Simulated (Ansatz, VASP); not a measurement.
## One calculation of CaO, two programs

```xyz
2
Lattice="0.0000 2.3557 2.3557 2.3557 0.0000 2.3557 2.3557 2.3557 0.0000" Properties=species:S:1:pos:R:3 pbc="T T T"
Ca    0.0000    0.0000    0.0000
O     2.3557    2.3557    2.3557
```

Alike in both runs: functional LDA; k mesh 8 × 8 × 8; occupations gaussian, width 0.1 eV; no spin polarisation.

Ansatz relaxed the structure, and its values are those at the end. VASP's run is a single point on that final structure, the one shown.

|  | VASP | Ansatz |
| --- | --- | --- |
| version | VASP 6.6.1 | Ansatz 0.2.0 |
| potentials or method | VASP PAW LDA potentials, release 64 (Ca_sv, O_h), cutoff 1340 eV | scalar-relativistic, plane waves, PAW |
| valence electrons in the cell | 16 | 16 |

|  | VASP | Ansatz | Ansatz less VASP |
| --- | --- | --- | --- |
| gap on the k mesh at the Fermi level (eV) | 3.42 | 3.45 | +0.026 |
| least direct gap on the mesh (eV) | 3.78 | 3.81 | +0.027 |
| pressure (GPa) | 0.6 | -0.3 | -0.94 |

Ansatz warns that its potentials were made for another functional, while VASP's fit it. LDA's correlation is that of Perdew and Zunger in VASP and of Perdew and Wang (1992) in Ansatz.
